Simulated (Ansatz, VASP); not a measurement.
One calculation of ZnO, two programs

```
CELL_PARAMETERS angstrom
3.18731 0.00000 0.00000
-1.59366 2.76029 0.00000
0.00000 0.00000 5.15287
ATOMIC_POSITIONS crystal
Zn 0.33333 0.66667 0.00229
Zn 0.66667 0.33333 0.50229
O 0.33333 0.66667 0.38071
O 0.66667 0.33333 0.88071
```

Alike in both runs: functional LDA; k mesh 12 × 12 × 8; no spin polarisation.

Ansatz relaxed the structure, and its values are those at the end. VASP's run is a single point on that final structure, the one shown.

```csv
,VASP,Ansatz
version,VASP 6.6.1,Ansatz 0.2.0
potentials or method,"VASP PAW LDA potentials, release 64 (Zn, O), cutoff 520 eV","scalar-relativistic, plane waves, PAW"
occupations,"gaussian, width 0.01 eV",fixed
valence electrons in the cell,36,36
```

```csv
,VASP,Ansatz,Ansatz less VASP
gap on the k mesh at the Fermi level (eV),0.81,0.79,-0.014
least direct gap on the mesh (eV),0.81,0.79,-0.014
pressure (GPa),1.1,0.0,-1.10
```

Ansatz warns that its potentials were made for another functional, while VASP's fit it. LDA's correlation is that of Perdew and Zunger in VASP and of Perdew and Wang (1992) in Ansatz.
